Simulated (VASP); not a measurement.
## Br: single point with r2SCAN

Crystal: Br.

```xyz
4
Lattice="3.5561 -2.1275 0.0000 3.5561 2.1275 0.0000 0.0000 0.0000 8.7700" Properties=species:S:1:pos:R:3 pbc="T T T"
Br    3.5561   -1.5352    1.0154
Br    3.5561   -0.5922    5.4004
Br    3.5561    1.5352    7.7546
Br    3.5561    0.5922    3.3696
```

```
Program                : VASP 6.6.1
Task                   : single point
Functional             : r2SCAN
Potentials or basis    : VASP PAW PBE potentials, release 64 (Br)
Cutoff                 : 520 eV
k mesh                 : 5 × 5 × 3
Occupations            : fermi-dirac, width 0.05 eV
Spin                   : no spin polarisation
Dipole correction      : no
Further INCAR settings : ALGO = Normal; EDIFF = 1e-06; NBANDS = 22
```

* Pressure: -0.1 GPa
* Band gap on the k mesh: 1.67 eV, direct

Forces on the atoms (eV/Å):
```
Br   0.000  0.000  0.002
Br   0.000  0.000  0.002
Br   0.000  0.000 -0.002
Br   0.000  0.000 -0.002
```

Levels at points of the mesh, in eV from the valence-band top:
```csv
k point,band 12,band 13,band 14,band 15,band 16,band 17
"(0.00, 0.00, 0.00)",-0.47,-0.36,0.00,1.67,2.69,6.44
```

Run time: 100 s on 1 thread of Intel(R) Xeon(R) Platinum 8488C (Sapphire Rapids), with other jobs on the host, peak memory 0.28 GiB.

Caveat: the PAW data sets were made with another functional, which shifts forces and pressure a little. r2SCAN opens gaps a little over a GGA but as a rule still falls short of measured ones.
